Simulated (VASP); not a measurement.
Input of a VASP 6.6.1 run:

The input INCAR:

```
PREC     = Accurate       # precision mode
ENCUT    = 520            # plane-wave cutoff, eV
EDIFF    = 1E-6           # SCF threshold, eV
ISMEAR   = 0              # smearing method
SIGMA    = 0.1            # smearing width, eV
LREAL    = F              # projectors in reciprocal space
LASPH    = T              # aspherical terms in the spheres
NELM     = 80             # most SCF steps
ALGO     = Fast           # electronic algorithm
ISIF     = 2              # what is computed and relaxed
LWAVE    = F              # write WAVECAR
LCHARG   = T              # write CHGCAR
GGA      = PE             # functional
LELF     = T              # ELF
LVHAR    = T            
NBANDS   = 24             # bands
```

Contents of KPOINTS:

```
Automatic mesh
0
Gamma
  6 6 6
```

POSCAR

```
Au
1.0
    0.0000000000      3.1846898151      3.1846898151
    3.1846898151      0.0000000000      3.1846898151
    3.1846898151      3.1846898151      0.0000000000
Au
3
Direct
    0.0000000000      0.0000000000      0.0000000000
    0.7500000000      0.7500000000      0.7500000000
    0.2500000000      0.2500000000      0.2500000000
```

Potentials or basis: VASP PAW PBE potentials, release 64 (Au).

Command:

```bash
$ cat potpaw_PBE.64/Au/POTCAR > POTCAR
$ mpirun -np 1 vasp_std > vasp.out
```

**Question.** Predict the pressure.

**Answer.** -0.2 GPa.
